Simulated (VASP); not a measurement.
# Sb: single point with r2SCAN

Sb, a slab with vacuum:

```xyz
4
Lattice="4.3410 0.0000 0.0000 -2.1705 3.7594 0.0000 0.0000 0.0000 22.3723" Properties=species:S:1:pos:R:3 pbc="T T T"
Sb    0.0000    2.5063    8.5000
Sb    2.1705    1.2531   10.0029
Sb    0.0000    0.0000   12.3899
Sb    0.0000    2.5063   13.8980
```

```yaml
Program: VASP 6.6.1
Task: single point
Functional: r2SCAN
Potentials_or_basis: VASP PAW PBE potentials, release 64 (Sb_d_GW)
Cutoff: 440 eV
k_mesh: 9 × 9 × 1
Occupations: gaussian, width 0.1 eV
Spin: no spin polarisation
Dipole_correction: yes
Further_INCAR_settings: ALGO = Normal; EDIFF = 1e-06; NBANDS = 38
```

| Item | Value |
| --- | --- |
| Largest force | 0.051 eV/Å |

Forces on the atoms (eV/Å):
```
Sb   0.000  0.000 -0.051
Sb   0.000  0.000  0.042
Sb   0.000  0.000 -0.001
Sb   0.000  0.000  0.010
```

Levels at points of the mesh, in eV from the Fermi level:
```
           k point  band 27  band 28  band 29  band 30  band 31  band 32  band 33  band 34
(0.00, 0.00, 0.00)    -1.47    -1.39    -1.39    -0.25     0.01     1.08     1.08     1.83
```

Run time: 29 min on 1 thread of AMD EPYC 7571, on a shared host, peak memory 0.43 GiB.

Caveat: the PAW data sets were made with another functional, which shifts forces and pressure a little; spin-orbit coupling is left out, which moves the levels of the heavy elements.
